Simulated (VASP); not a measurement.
# Au (Im-3m) in VASP: further runs, part 2 of 2

VASP 6.6.1.

## 3. Single point, PBE (volume scaled by 0.78)

File INCAR:

```
SYSTEM = Au
PREC = Accurate
ENCUT = 520
EDIFF = 1E-6
ISMEAR = -1
SIGMA = 0.08
LREAL = .False.
LASPH = .True.
NELM = 80
ALGO = Normal
ISIF = 2
LWAVE = .False.
LCHARG = .False.
GGA = PE
NBANDS = 12
```

File KPOINTS:

```
regular mesh
0
Gamma
  16 16 16
  0 0 0
```

File POSCAR:

```
Au
1.0
   -1.5197699286      1.5197699286      1.5197699286
    1.5197699286     -1.5197699286      1.5197699286
    1.5197699286      1.5197699286     -1.5197699286
Au
1
Direct
    0.0000000000      0.0000000000      0.0000000000
```

Potentials or basis: VASP PAW PBE potentials, release 64 (Au).

On the command line:

```
cat potpaw_PBE.64/Au/POTCAR > POTCAR
mpirun -np 1 vasp_std > vasp.out
```

OUTCAR:

```text
SYSTEM = Au
   PREC = Accurate
   ENCUT = 520
   EDIFF = 1E-6
   ISMEAR = -1
   LREAL = .False.
   LASPH = .True.
   NELM = 80
   ISIF = 2
   GGA = PE

 ion  position               nearest neighbor table
   1  0.000  0.000  0.000-

  LATTYP: Found a body centered cubic cell.
 ALAT       =     3.0395398572

  Lattice vectors:

 A1 = (  -1.5197699286,   1.5197699286,   1.5197699286)
 A2 = (   1.5197699286,  -1.5197699286,   1.5197699286)
 A3 = (   1.5197699286,   1.5197699286,  -1.5197699286)

Analysis of symmetry for initial positions (statically):
=====================================================================
 Subroutine PRICEL returns:
 Original cell was already a primitive cell.

 Routine SETGRP: Setting up the symmetry group for a
 body centered cubic supercell.

 Subroutine GETGRP returns: Found 48 space group operations
 (whereof 48 operations were pure point group operations)
 out of a pool of 48 trial point group operations.

The static configuration has the point symmetry O_h .

Analysis of symmetry for dynamics (positions and initial velocities):
=====================================================================
 Subroutine PRICEL returns:
 Original cell was already a primitive cell.

 Routine SETGRP: Setting up the symmetry group for a
 body centered cubic supercell.

 Subroutine GETGRP returns: Found 48 space group operations
 (whereof 48 operations were pure point group operations)
 out of a pool of 48 trial point group operations.

The dynamic configuration has the point symmetry O_h .

 Subroutine INISYM returns: Found 48 space group operations
 (whereof 48 operations are pure point group operations),
 and found     1 'primitive' translations

----------------------------------------------------------------------------------------

                                     Primitive cell

[... 102 lines left out ...]
   EFERMI =   0.00;   METHOD = LEGACY
   ISMEAR =    -1;   SIGMA  =   0.08  broadening in eV -4-tet -1-fermi 0-gaus
   EFERMI_NEDOS =   21; number of points for ismear=-14 and -15
   IALGO  =     38    algorithm
   IMIX   =      4    mixing-type and parameters
     AMIX     =   0.40;   BMIX     =  1.00
     AMIX_MAG =   1.60;   BMIX_MAG =  1.00
  volume/ion in A,a.u.               =      14.04        94.75
  Fermi-wavevector in a.u.,A,eV,Ry     =   1.509181  2.851938 30.988984  2.277626
  Thomas-Fermi vector in A             =   2.619537
   LORBIT       =      0    0 simple, 1 ext, 2 COOP (PROOUT), +10 PAW based schemes
   GGA     = PE    functional components
[... 5 lines left out ...]
 non-spin polarized calculation
  energy-cutoff  :      520.00
  volume of cell :       14.04
 maximum number of plane-waves:       387
   NGX =  9   NGY =  9   NGZ =  9

 number of electron      11.0000000 magnetization

 Free energy of the ion-electron system (eV)
  ---------------------------------------------------
  ext. energy  EPLUGINS =         0.00000000
  ---------------------------------------------------
  free energy    TOTEN  =        -2.54486245 eV

  energy without entropy =       -2.54218611  energy(sigma->0) =       -2.54352428

 E-fermi :  13.1602     XC(G=0): -13.9092

 val. band max:       12.9900138861   @ k =  -0.3125   0.4375   0.1250
 cond. band min:      13.2086114240   @ k =   0.3750   0.0625   0.0625
 fundamental gap:      0.2185975380
 Fermi energy:        13.1602171623

 k-point     1 :       0.0000    0.0000    0.0000
  band No.  band energies     occupation
      1       0.9929      2.00000
      2       6.9660      2.00000
      3       6.9660      2.00000
      4       6.9660      2.00000
      5       9.5906      2.00000
      6       9.5906      2.00000
      7      29.4181      0.00000
      8      29.4181      0.00000
      9      29.4181      0.00000
     10      40.3514      0.00000
     11      40.3514      0.00000
     12      41.2191      0.00000
[... 331 lines left out ...]
 k-point    24 :       0.2500    0.1875    0.0000
  band No.  band energies     occupation
      1       4.6490      2.00000
      2       5.9995      2.00000
      3       6.9194      2.00000
      4       9.1197      2.00000
      5      10.0013      2.00000
      6      12.3216      1.99994
      7      22.4436      0.00000
      8      25.5467      0.00000
      9      28.9780      0.00000
     10      33.6286      0.00000
     11      38.0910      0.00000
     12      40.8689      0.00000

 [... further k-points ...]
[... 5 lines left out ...]
  --------------------------------------------------------------------------------------
  -------------------------------------------------------------------------------------
  Total        6.1575582      6.1575582      6.1575582     -0.0000000     -0.0000000      0.0000000
  in kB      702.6282030    702.6282030    702.6282030     -0.0000000     -0.0000000      0.0000000
  external PRESSURE =     702.6282030 kB  Pullay stress =       0.0000000 kB

 VOLUME and BASIS-vectors are now :
 -----------------------------------------------------------------------------
  energy-cutoff  :      520.00
  volume of cell :       14.04
      direct lattice vectors                 reciprocal lattice vectors
    -1.519769929  1.519769929  1.519769929     0.000000000  0.328997166  0.328997166
     1.519769929 -1.519769929  1.519769929     0.328997166  0.000000000  0.328997166
     1.519769929  1.519769929 -1.519769929     0.328997166  0.328997166  0.000000000

 POSITION                                       TOTAL-FORCE (eV/Angst)
 -----------------------------------------------------------------------------------
      0.00000      0.00000      0.00000        -0.000000     -0.000000      0.000000
 -----------------------------------------------------------------------------------
    total drift:                               -0.000000     -0.000000      0.000000

  FREE ENERGIE OF THE ION-ELECTRON SYSTEM (eV)
  ---------------------------------------------------
  free  energy   TOTEN  =        -2.5448624505 eV

  energy  without entropy=       -2.5421861086  energy(sigma->0) =       -2.54352428
```

stdout:

```text
POSCAR found type information on POSCAR Au
 POSCAR found :  1 types and       1 ions
 scaLAPACK will be used
 LDA part: xc-table for (Slater+PW92), standard interpolation
 POSCAR, INCAR and KPOINTS ok, starting setup
 FFT: planning ... GRIDC
 FFT: planning ... GRID_SOFT
 FFT: planning ... GRID
 WAVECAR not read
 entering main loop
```

Run time: 27 s. Hardware: 1 thread of AMD EPYC 7R13, shared host; peak memory 0.11 GiB.

Results:

```yaml
Free_energy: -2.5449 eV
Pressure: 70.3 GPa
```

Caveat: the cell differs from its parent crystal (volume scaled by 0.78); spin-orbit coupling is left out, which moves the levels of the heavy elements.

## 4. Single point, PBE (volume scaled by 0.88)

File INCAR:

```
SYSTEM = Au
PREC = Accurate ; ENCUT = 520
EDIFF = 1E-7 ; ISMEAR = -1
SIGMA = 0.08 ; LREAL = .False.
LASPH = .True. ; NELM = 60
ALGO = Normal ; ISIF = 2
LWAVE = .False. ; LCHARG = .True.
GGA = PE ; LELF = .True.
LVHAR = .True. ; NBANDS = 12
```

KPOINTS is that of step 3.

File POSCAR:

```
Au
1.0
   -1.5821240661      1.5821240661      1.5821240661
    1.5821240661     -1.5821240661      1.5821240661
    1.5821240661      1.5821240661     -1.5821240661
Au
1
Direct
    0.0000000000      0.0000000000      0.0000000000
```

Potentials or basis: VASP PAW PBE potentials, release 64 (Au).

On the command line:

```
cat potpaw_PBE.64/Au/POTCAR > POTCAR
mpirun -np 1 vasp_std > vasp.out
```

OUTCAR:

```text
SYSTEM = Au
   PREC = Accurate
   ENCUT = 520
   EDIFF = 1E-7
   ISMEAR = -1
   LREAL = .False.
   LASPH = .True.
   NELM = 60
   ISIF = 2
   GGA = PE

 ion  position               nearest neighbor table
   1  0.000  0.000  0.000-

  LATTYP: Found a body centered cubic cell.
 ALAT       =     3.1642481322

  Lattice vectors:

 A1 = (  -1.5821240661,   1.5821240661,   1.5821240661)
 A2 = (   1.5821240661,  -1.5821240661,   1.5821240661)
 A3 = (   1.5821240661,   1.5821240661,  -1.5821240661)

Analysis of symmetry for initial positions (statically):
=====================================================================
 Subroutine PRICEL returns:
 Original cell was already a primitive cell.

 Routine SETGRP: Setting up the symmetry group for a
 body centered cubic supercell.

 Subroutine GETGRP returns: Found 48 space group operations
 (whereof 48 operations were pure point group operations)
 out of a pool of 48 trial point group operations.

The static configuration has the point symmetry O_h .

Analysis of symmetry for dynamics (positions and initial velocities):
=====================================================================
 Subroutine PRICEL returns:
 Original cell was already a primitive cell.

 Routine SETGRP: Setting up the symmetry group for a
 body centered cubic supercell.

 Subroutine GETGRP returns: Found 48 space group operations
 (whereof 48 operations were pure point group operations)
 out of a pool of 48 trial point group operations.

The dynamic configuration has the point symmetry O_h .

 Subroutine INISYM returns: Found 48 space group operations
 (whereof 48 operations are pure point group operations),
 and found     1 'primitive' translations

----------------------------------------------------------------------------------------

                                     Primitive cell

[... 102 lines left out ...]
   EFERMI =   0.00;   METHOD = LEGACY
   ISMEAR =    -1;   SIGMA  =   0.08  broadening in eV -4-tet -1-fermi 0-gaus
   EFERMI_NEDOS =   21; number of points for ismear=-14 and -15
   IALGO  =     38    algorithm
   IMIX   =      4    mixing-type and parameters
     AMIX     =   0.40;   BMIX     =  1.00
     AMIX_MAG =   1.60;   BMIX_MAG =  1.00
  volume/ion in A,a.u.               =      15.84       106.90
  Fermi-wavevector in a.u.,A,eV,Ry     =   1.449701  2.739538 28.594464  2.101634
  Thomas-Fermi vector in A             =   2.567398
   LORBIT       =      0    0 simple, 1 ext, 2 COOP (PROOUT), +10 PAW based schemes
   GGA     = PE    functional components
[... 5 lines left out ...]
 non-spin polarized calculation
  energy-cutoff  :      520.00
  volume of cell :       15.84
 maximum number of plane-waves:       438
   NGX = 11   NGY = 11   NGZ = 11

 number of electron      10.9999998 magnetization

 Free energy of the ion-electron system (eV)
  ---------------------------------------------------
  ext. energy  EPLUGINS =         0.00000000
  ---------------------------------------------------
  free energy    TOTEN  =        -3.05511017 eV

  energy without entropy =       -3.05172052  energy(sigma->0) =       -3.05341534

 E-fermi :  10.7842     XC(G=0): -13.1627

 val. band max:       10.6403514434   @ k =  -0.4375   0.4375   0.1250
 cond. band min:      10.8101664836   @ k =   0.3750   0.0625   0.0625
 fundamental gap:      0.1698150402
 Fermi energy:        10.7841637107

 k-point     1 :       0.0000    0.0000    0.0000
  band No.  band energies     occupation
      1       0.1005      2.00000
      2       5.4396      2.00000
      3       5.4396      2.00000
      4       5.4396      2.00000
      5       7.6137      2.00000
      6       7.6137      2.00000
      7      27.2480      0.00000
      8      27.2480      0.00000
      9      27.2480      0.00000
     10      36.4848      0.00000
     11      36.4848      0.00000
     12      36.4853      0.00000
[... 331 lines left out ...]
 k-point    24 :       0.2500    0.1875    0.0000
  band No.  band energies     occupation
      1       3.4802      2.00000
      2       4.6751      2.00000
      3       5.4401      2.00000
      4       7.2295      2.00000
      5       7.9233      2.00000
      6       9.9443      1.99994
      7      19.3199      0.00000
      8      22.3746      0.00000
      9      25.9113      0.00000
     10      30.6964      0.00000
     11      34.5935      0.00000
     12      37.0283      0.00000

 [... further k-points ...]
[... 5 lines left out ...]
  --------------------------------------------------------------------------------------
  -------------------------------------------------------------------------------------
  Total        2.5048840      2.5048840      2.5048840     -0.0000000      0.0000000     -0.0000000
  in kB      253.3474883    253.3474883    253.3474883     -0.0000000      0.0000000     -0.0000000
  external PRESSURE =     253.3474883 kB  Pullay stress =       0.0000000 kB

 VOLUME and BASIS-vectors are now :
 -----------------------------------------------------------------------------
  energy-cutoff  :      520.00
  volume of cell :       15.84
      direct lattice vectors                 reciprocal lattice vectors
    -1.582124066  1.582124066  1.582124066     0.000000000  0.316030842  0.316030842
     1.582124066 -1.582124066  1.582124066     0.316030842  0.000000000  0.316030842
     1.582124066  1.582124066 -1.582124066     0.316030842  0.316030842  0.000000000

 POSITION                                       TOTAL-FORCE (eV/Angst)
 -----------------------------------------------------------------------------------
      0.00000      0.00000      0.00000        -0.000000      0.000000      0.000000
 -----------------------------------------------------------------------------------
    total drift:                               -0.000000     -0.000000      0.000000

  FREE ENERGIE OF THE ION-ELECTRON SYSTEM (eV)
  ---------------------------------------------------
  free  energy   TOTEN  =        -3.0551101659 eV

  energy  without entropy=       -3.0517205218  energy(sigma->0) =       -3.05341534
```

OSZICAR:

```text
N       E                     dE             d eps       ncg     rms          rms(c)
DAV:   1     0.504509773450E+02    0.50451E+02   -0.57390E+03  3632   0.829E+02
DAV:   2    -0.261921985222E+01   -0.53070E+02   -0.50501E+02  4172   0.192E+02
DAV:   3    -0.333368226189E+01   -0.71446E+00   -0.71392E+00  4120   0.211E+01
DAV:   4    -0.333592748822E+01   -0.22452E-02   -0.22451E-02  4008   0.137E+00
DAV:   5    -0.333594234519E+01   -0.14857E-04   -0.14859E-04  4084   0.105E-01    0.114E+01
DAV:   6    -0.308397669929E+01    0.25197E+00   -0.60701E-01  3868   0.640E+00    0.703E+00
DAV:   7    -0.305794586322E+01    0.26031E-01   -0.88439E-02  4060   0.245E+00    0.291E+00
DAV:   8    -0.305511956233E+01    0.28263E-02   -0.30704E-03  3856   0.489E-01    0.282E-01
DAV:   9    -0.305510504110E+01    0.14521E-04   -0.12450E-05  3988   0.331E-02    0.152E-02
DAV:  10    -0.305511014252E+01   -0.51014E-05   -0.20955E-06  4008   0.132E-02    0.983E-04
DAV:  11    -0.305511016590E+01   -0.23373E-07   -0.41192E-08  3112   0.156E-03
   1 F= -.30551102E+01 E0= -.30534153E+01  d E =-.338964E-02
```

stdout:

```text
POSCAR found type information on POSCAR Au
 POSCAR found :  1 types and       1 ions
 scaLAPACK will be used
 LDA part: xc-table for (Slater+PW92), standard interpolation
 POSCAR, INCAR and KPOINTS ok, starting setup
 FFT: planning ... GRIDC
 FFT: planning ... GRID_SOFT
 FFT: planning ... GRID
 WAVECAR not read
 entering main loop
```

Wall time 28 s (1 thread of AMD EPYC 7R13, shared host); peak memory 0.11 GiB.

Results:

- Free energy: -3.0551 eV
- Pressure: 25.3 GPa

Caveat: the cell differs from its parent crystal (volume scaled by 0.88); spin-orbit coupling is left out, which moves the levels of the heavy elements.

## 5. Single point, PBE

This run uses another cell than the first one, of 10.44 Å³/atom, 0.744 times its volume.

File INCAR:

```
SYSTEM = Au
PREC     = Accurate       ! precision mode
ENCUT    = 500            ! plane-wave cutoff, eV
EDIFF    = 1E-6           ! SCF threshold, eV
ISMEAR   = 1              ! smearing method
SIGMA    = 0.01           ! smearing width, eV
LREAL    = .False.        ! projectors in reciprocal space
LASPH    = .True.         ! aspherical terms in the spheres
NELM     = 120            ! most SCF steps
ALGO     = Normal         ! electronic algorithm
ISIF     = 2              ! what is computed and relaxed
LWAVE    = .False.        ! write WAVECAR
LCHARG   = .False.        ! write CHGCAR
GGA      = PE             ! functional
NBANDS   = 12             ! bands
GGA_COMPAT= .False.
```

File KPOINTS:

```
Automatic mesh
0
Gamma
  16 16 16
  0 0 0
```

File POSCAR:

```
Au
1.0
   -1.3768574453      1.3768574453      1.3768574453
    1.3768574453     -1.3768574453      1.3768574453
    1.3768574453      1.3768574453     -1.3768574453
Au
1
Direct
    0.0000000000      0.0000000000      0.0000000000
```

On the command line:

```
cat potpaw_PBE.64/Au/POTCAR > POTCAR
mpirun -np 1 vasp_std > vasp.out
```

It took 11 s on 1 thread of Intel Xeon Platinum 8488C (Sapphire Rapids), shared host; peak memory 0.13 GiB.

Results (log left out):

| Quantity | Value |
| --- | --- |
| Free energy | 1.4255 eV |
| Pressure | 349.1 GPa |

Levels at points of the mesh, in eV from the Fermi level:
| k point | band 4 | band 5 | band 6 | band 7 | band 8 | band 9 |
| --- | --- | --- | --- | --- | --- | --- |
| (0.00, 0.00, 0.00) | -9.30 | -5.24 | -5.24 | 14.55 | 14.55 | 14.55 |
| (0.50, 0.00, 0.00) | -4.53 | -3.44 | -1.34 | 7.35 | 10.71 | 17.22 |
| (0.50, 0.50, 0.50) | -2.33 | -2.33 | 6.33 | 6.33 | 6.33 | 16.67 |

Caveat: spin-orbit coupling is left out, which moves the levels of the heavy elements.

## 6. Overview

| cell | cutoff (eV) | smearing | gap on the mesh (eV) | pressure (GPa) |
| --- | --- | --- | --- | --- |
| a = 2.632 Å, angles 109.5°, 1 atom | 520 | fermi-dirac 0.08 eV | none | 70.3 |
| a = 2.740 Å, angles 109.5°, 1 atom | 520 | fermi-dirac 0.08 eV | none | 25.3 |
| a = 2.385 Å, angles 109.5°, 1 atom | 500 | methfessel-paxton 0.01 eV | none | 349.1 |

Alike in all rows: task single point; level PBE; potentials or basis VASP PAW PBE potentials, release 64 (Au); no spin polarisation; k mesh 16 × 16 × 16.

Caveats: spin-orbit coupling is left out, which moves the levels of the heavy elements.

Total energies depend on the potentials used, so only differences within one code and one set of settings carry meaning.
